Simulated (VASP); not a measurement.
# LiH (Fm-3m) in VASP: settings compared

The runs below take LiH through single point, with r2SCAN, LDA, PBE.

All numbers are computed with VASP 6.6.1; they aren't measurements. Logs are shortened: lines on timing, memory, paths and dates and some standing lists are left out, and cuts for length are marked.

### Step 1. The cell of the first run

Symmetry: Fm-3m, No. 225, cubic system. The conventional cell has a = 4.074 Å, b = 4.074 Å, c = 4.074 Å, α = 90.00°, β = 90.00°, γ = 90.00°. Li (site symmetry m-3m) has 6 H at 2.04 Å within 2.7 Å. H (site symmetry m-3m) has 6 Li at 2.04 Å within 2.7 Å.

### Step 2. Single point, r2SCAN

POSCAR reads:

```
LiH
1.0
    0.0000000000      2.0367500000      2.0367500000
    2.0367500000      0.0000000000      2.0367500000
    2.0367500000      2.0367500000      0.0000000000
Li H
1 1
Direct
    0.0000000000      0.0000000000      0.0000000000
    0.5000000000      0.5000000000      0.5000000000
```

INCAR.step1 reads:

```
SYSTEM = LiH
PREC = Accurate
ENCUT = 520
ISMEAR = 0
SIGMA = 0.01
LREAL = .False.
LASPH = .True.
NELM = 80
NBANDS = 9
GGA = PE
ALGO = Normal
EDIFF = 1E-4
LWAVE = .True.
LCHARG = .False.
```

INCAR.step2 reads:

```
SYSTEM = LiH
PREC = Accurate
ENCUT = 520
EDIFF = 1E-6
ISMEAR = 0
SIGMA = 0.01
LREAL = .False.
LASPH = .True.
NELM = 80
ALGO = Normal
ISIF = 2
LWAVE = .False.
LCHARG = .True.
METAGGA = R2SCAN
LMIXTAU = .True.
LELF = .True.
LVHAR = .True.
NBANDS = 9
ISTART = 1
```

KPOINTS reads:

```
Automatic mesh
0
Gamma
  10 10 10
  0 0 0
```

Potentials or basis: VASP PAW PBE potentials, release 64 (Li_sv, H).

The run is started by

```bash
$ cat potpaw_PBE.64/Li_sv/POTCAR potpaw_PBE.64/H/POTCAR > POTCAR
$ cp INCAR.step1 INCAR
$ mpirun -np 1 vasp_std > vasp.out
$ cp INCAR.step2 INCAR
$ mpirun -np 1 vasp_std > vasp.out
```

OUTCAR:

```text
SYSTEM = LiH
   PREC = Accurate
   ENCUT = 520
   EDIFF = 1E-6
   ISMEAR = 0
   LREAL = .False.
   LASPH = .True.
   NELM = 80
   ISIF = 2
   METAGGA = R2SCAN
   ISTART = 1

 ion  position               nearest neighbor table
   1  0.000  0.000  0.000-
   2  0.500  0.500  0.500-

  LATTYP: Found a face centered cubic cell.
 ALAT       =     4.0735000000

  Lattice vectors:

 A1 = (   0.0000000000,   2.0367500000,   2.0367500000)
 A2 = (   2.0367500000,   0.0000000000,   2.0367500000)
 A3 = (   2.0367500000,   2.0367500000,   0.0000000000)

Analysis of symmetry for initial positions (statically):
=====================================================================
 Subroutine PRICEL returns:
 Original cell was already a primitive cell.

 Routine SETGRP: Setting up the symmetry group for a
 face centered cubic supercell.

 Subroutine GETGRP returns: Found 48 space group operations
 (whereof 48 operations were pure point group operations)
 out of a pool of 48 trial point group operations.

The static configuration has the point symmetry O_h .

Analysis of symmetry for dynamics (positions and initial velocities):
=====================================================================
 Subroutine PRICEL returns:
 Original cell was already a primitive cell.

 Routine SETGRP: Setting up the symmetry group for a
 face centered cubic supercell.

 Subroutine GETGRP returns: Found 48 space group operations
 (whereof 48 operations were pure point group operations)
 out of a pool of 48 trial point group operations.

The dynamic configuration has the point symmetry O_h .

 Subroutine INISYM returns: Found 48 space group operations
 (whereof 48 operations are pure point group operations),
 and found     1 'primitive' translations

----------------------------------------------------------------------------------------

                                     Primitive cell

  volume of cell :      16.8983

  direct lattice vectors                    reciprocal lattice vectors
     0.000000000  2.036750000  2.036750000    -0.245489137  0.245489137  0.245489137
     2.036750000  0.000000000  2.036750000     0.245489137 -0.245489137  0.245489137
     2.036750000  2.036750000  0.000000000     0.245489137  0.245489137 -0.245489137

  length of vectors
[... 85 lines left out ...]
   NSW    =      0    number of steps for IOM
   IBRION =     -1    ionic relax: 0-MD 1-quasi-New 2-CG
   NFREE  =      0    steps in history (QN), initial steepest desc. (CG)
   ISIF   =      2    stress and relaxation
   ISYM   =      2    0-nonsym 1-usesym 2-fastsym
   POTIM  = 0.5000    time-step for ionic-motion
   TEBEG  =    0.0;   TEEND  =   0.0 temperature during run
   PSTRESS=    0.0 pullay stress
   NELECT =       4.0000    total number of electrons
   NUPDOWN=      -1.0000    fix difference up-down
   EMIN   =  10.00;   EMAX   =-10.00  energy-range for DOS
   EFERMI =   0.00;   METHOD = LEGACY
   ISMEAR =     0;   SIGMA  =   0.01  broadening in eV -4-tet -1-fermi 0-gaus
   EFERMI_NEDOS =   21; number of points for ismear=-14 and -15
   IALGO  =     38    algorithm
   IMIX   =      4    mixing-type and parameters
     AMIX     =   0.40;   BMIX     =  1.00
     AMIX_MAG =   1.60;   BMIX_MAG =  1.00
  volume/ion in A,a.u.               =       8.45        57.02
  Fermi-wavevector in a.u.,A,eV,Ry     =   1.012699  1.913724 13.953585  1.025560
  Thomas-Fermi vector in A             =   2.145824
   LORBIT       =      0    0 simple, 1 ext, 2 COOP (PROOUT), +10 PAW based schemes
   METAGGA = R2SCAN    functional components
   LHFCALC =     F    Hartree Fock is set to
   AEXX    =    0.0000 exact exchange contribution
   IVDW    =     0    specifies the selected vdW correction
   LEPSILON=     F    determine dielectric tensor
   LRPA    =     F    only Hartree local field effects (RPA)
 non-spin polarized calculation
 Gauss-broadening in eV      SIGMA  =   0.01
  energy-cutoff  :      520.00
  volume of cell :       16.90
 maximum number of plane-waves:       469
 NGX is ok and might be reduce to    24
   NGX = 11   NGY = 11   NGZ = 11

 number of electron       3.9999999 magnetization

 Free energy of the ion-electron system (eV)
  ---------------------------------------------------
  ext. energy  EPLUGINS =         0.00000000
  ---------------------------------------------------
  free energy    TOTEN  =        -6.81304045 eV

  energy without entropy =       -6.81304045  energy(sigma->0) =       -6.81304045

 E-fermi :  -0.2315     XC(G=0):  -8.6590

 val. band max:       -0.4042976217   @ k =   0.5000   0.5000   0.0000
 cond. band min:       3.2037590032   @ k =   0.5000   0.5000   0.0000
 fundamental gap:      3.6080566249
 Fermi energy:        -0.2315465766

 k-point     1 :       0.0000    0.0000    0.0000
  band No.  band energies     occupation
      1     -46.1819      2.00000
      2      -5.6704      2.00000
      3      16.5705      0.00000
      4      18.4635      0.00000
      5      18.4635      0.00000
      6      18.4644      0.00000
      7      22.8241      0.00000
      8      22.8241      0.00000
      9      22.8243      0.00000
[... 265 lines left out ...]
 k-point    24 :       0.4000    0.3000    0.0000
  band No.  band energies     occupation
      1     -46.1426      2.00000
      2      -2.5705      2.00000
      3       6.7949      0.00000
      4      10.7569      0.00000
      5      12.0923      0.00000
      6      16.6465      0.00000
      7      18.3048      0.00000
      8      29.8899      0.00000
      9      30.5946      0.00000

 [... further k-points ...]

------------------------ aborting loop because EDIFF is reached ----------------------------------------

  FORCE on cell =-STRESS in cart. coord.  units (eV):
  Direction    XX          YY          ZZ          XY          YZ          ZX
  --------------------------------------------------------------------------------------
  -------------------------------------------------------------------------------------
  Total       -0.2169123     -0.2169123     -0.2169123      0.0000000      0.0000000     -0.0000000
  in kB      -20.5660799    -20.5660799    -20.5660799      0.0000000      0.0000000     -0.0000000
  external PRESSURE =     -20.5660799 kB  Pullay stress =       0.0000000 kB

 VOLUME and BASIS-vectors are now :
 -----------------------------------------------------------------------------
  energy-cutoff  :      520.00
  volume of cell :       16.90
      direct lattice vectors                 reciprocal lattice vectors
     0.000000000  2.036750000  2.036750000    -0.245489137  0.245489137  0.245489137
     2.036750000  0.000000000  2.036750000     0.245489137 -0.245489137  0.245489137
     2.036750000  2.036750000  0.000000000     0.245489137  0.245489137 -0.245489137

 POSITION                                       TOTAL-FORCE (eV/Angst)
 -----------------------------------------------------------------------------------
      0.00000      0.00000      0.00000        -0.000000      0.000000     -0.000000
      2.03675      2.03675      2.03675         0.000000     -0.000000      0.000000
 -----------------------------------------------------------------------------------
    total drift:                                0.000000     -0.000000     -0.000000

  FREE ENERGIE OF THE ION-ELECTRON SYSTEM (eV)
  ---------------------------------------------------
  free  energy   TOTEN  =        -6.8130404490 eV

  energy  without entropy=       -6.8130404490  energy(sigma->0) =       -6.81304045
```

OSZICAR.step1:

```text
N       E                     dE             d eps       ncg     rms          rms(c)
DAV:   1    -0.182800197976E+01   -0.18280E+01   -0.13037E+03   870   0.387E+02
DAV:   2    -0.630645866936E+01   -0.44785E+01   -0.44578E+01  1208   0.541E+01
DAV:   3    -0.636256417154E+01   -0.56106E-01   -0.56087E-01  1044   0.517E+00
DAV:   4    -0.636284381430E+01   -0.27964E-03   -0.27961E-03  1177   0.272E-01
DAV:   5    -0.636284663389E+01   -0.28196E-05   -0.28196E-05  1052   0.157E-02    0.285E+00
DAV:   6    -0.618072024986E+01    0.18213E+00   -0.15264E-01   931   0.119E+00    0.142E+00
DAV:   7    -0.612094322490E+01    0.59777E-01   -0.19334E-01  1008   0.153E+00    0.220E-01
DAV:   8    -0.612283918942E+01   -0.18960E-02   -0.46773E-03  1015   0.437E-01    0.432E-02
DAV:   9    -0.612277112016E+01    0.68069E-04   -0.16116E-04  1053   0.473E-02
   1 F= -.61227711E+01 E0= -.61227711E+01  d E =0.000000E+00
```

It took 21 s on 1 thread of Intel Xeon 6975P-C (Granite Rapids), shared host; peak memory 0.13 GiB.

Results:

| Item | Value |
| --- | --- |
| Free energy | -6.8130 eV |
| Band gap on the k mesh | 3.61 eV, direct |

Caveat: the cutoff is under 1.25 times the usual one of these potentials, so pressure, stress and relaxed cells hold a basis-set (Pulay) error; the PAW data sets were made with another functional, which shifts forces and pressure a little. r2SCAN opens gaps a little over a GGA but as a rule still falls short of measured ones.

### Step 3. Single point, LDA

INCAR reads:

```
SYSTEM = LiH
PREC = Accurate ; ENCUT = 520
EDIFF = 1E-6 ; ISMEAR = -1
SIGMA = 0.05 ; LREAL = .FALSE.
LASPH = .TRUE. ; NELM = 60
ALGO = Normal ; ISIF = 2
LWAVE = .FALSE. ; LCHARG = .TRUE.
LELF = .TRUE. ; LVHAR = .TRUE.
NBANDS = 9
```

KPOINTS reads:

```
regular mesh
0
G
  11 11 11
  0 0 0
```

POSCAR is that of step 2.

Potentials or basis: VASP PAW LDA potentials, release 64 (Li_sv, H).

The run is started by

```bash
$ cat potpaw_LDA.64/Li_sv/POTCAR potpaw_LDA.64/H/POTCAR > POTCAR
$ mpirun -np 1 vasp_std > vasp.out
```

OUTCAR:

```text
SYSTEM = LiH
   PREC = Accurate
   ENCUT = 520
   EDIFF = 1E-6
   ISMEAR = -1
   LREAL = .FALSE.
   LASPH = .TRUE.
   NELM = 60
   ISIF = 2

 ion  position               nearest neighbor table
   1  0.000  0.000  0.000-
   2  0.500  0.500  0.500-

  LATTYP: Found a face centered cubic cell.
 ALAT       =     4.0735000000

  Lattice vectors:

 A1 = (   0.0000000000,   2.0367500000,   2.0367500000)
 A2 = (   2.0367500000,   0.0000000000,   2.0367500000)
[... 470 lines left out ...]

 [... further k-points ...]

------------------------ aborting loop because EDIFF is reached ----------------------------------------

  FORCE on cell =-STRESS in cart. coord.  units (eV):
  Direction    XX          YY          ZZ          XY          YZ          ZX
  --------------------------------------------------------------------------------------
  -------------------------------------------------------------------------------------
  Total       -0.4490491     -0.4490491     -0.4490491      0.0000000      0.0000000     -0.0000000
  in kB      -42.5756410    -42.5756410    -42.5756410      0.0000000      0.0000000     -0.0000000
  external PRESSURE =     -42.5756410 kB  Pullay stress =       0.0000000 kB

 VOLUME and BASIS-vectors are now :
 -----------------------------------------------------------------------------
  energy-cutoff  :      520.00
  volume of cell :       16.90
      direct lattice vectors                 reciprocal lattice vectors
     0.000000000  2.036750000  2.036750000    -0.245489137  0.245489137  0.245489137
     2.036750000  0.000000000  2.036750000     0.245489137 -0.245489137  0.245489137
     2.036750000  2.036750000  0.000000000     0.245489137  0.245489137 -0.245489137

 POSITION                                       TOTAL-FORCE (eV/Angst)
 -----------------------------------------------------------------------------------
      0.00000      0.00000      0.00000         0.000000      0.000000      0.000000
      2.03675      2.03675      2.03675        -0.000000     -0.000000     -0.000000
 -----------------------------------------------------------------------------------
    total drift:                                0.000000     -0.000000     -0.000000

  FREE ENERGIE OF THE ION-ELECTRON SYSTEM (eV)
  ---------------------------------------------------
  free  energy   TOTEN  =        -6.4693917246 eV

  energy  without entropy=       -6.4693917246  energy(sigma->0) =       -6.46939172
```

Wall time 5 s (1 thread of Intel Xeon Platinum 8488C (Sapphire Rapids), shared host); peak memory 0.12 GiB.

What came out:

| Property | Result |
| --- | --- |
| Free energy | -6.4694 eV |
| Band gap on the k mesh | 2.84 eV, direct |

Levels at points of the mesh, in eV from the valence-band top:
```
           k point  band 1  band 2  band 3  band 4  band 5  band 6
(0.00, 0.00, 0.00)  -43.46   -5.33   15.55   16.97   16.97   16.97
```

Caveat: the cutoff is under 1.25 times the usual one of these potentials, so pressure, stress and relaxed cells hold a basis-set (Pulay) error. A k mesh can miss the band edges.

[end of part 1 of 2]
